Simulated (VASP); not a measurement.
Runs of VASP 6.6.1 on Te. The structure is that of space group Pm-3m (No. 221), or close to it. The cells are those of the table. This isn't the form of Te at room conditions, which is trigonal, of chains.

| task | cell | k mesh | cutoff (eV) | gap on the mesh (eV) | pressure (GPa) |
| --- | --- | --- | --- | --- | --- |
| single point | a = 3.204 Å, 1 atom | 11 × 11 × 11 | 520 | none | 4.1 |
| single point | a = 3.380 Å, 1 atom | 11 × 11 × 11 | 520 | none | -2.4 |
| single point | a = 3.295 Å, 1 atom | 10 × 10 × 10 | 520 | none | 0.1 |
| relaxation of cell and atoms | relaxed from a = 3.146 Å, 1 atom | 10 × 10 × 10 | 600 | none | 0.0 |
| single point | a = 3.421 Å, 1 atom | 11 × 11 × 11 | 520 | none | (a) |

Alike in all rows: level BLYP; potentials or basis VASP PAW PBE potentials, release 64 (Te); no spin polarisation; smearing fermi-dirac 0.1 eV.

Problem. Estimate the missing entries.

Solution. (a) -3.3.

Caveats: the PAW data sets were made with another functional, which shifts forces and pressure a little; spin-orbit coupling is left out, which moves the levels of the heavy elements; the cell stands under pressure (at least some runs); the cell stands under tension (at least some runs).

A k mesh can miss the band edges, and the runs leave out spin-orbit coupling on Te.

A gap of «none» marks levels without a gap at the run's occupations.
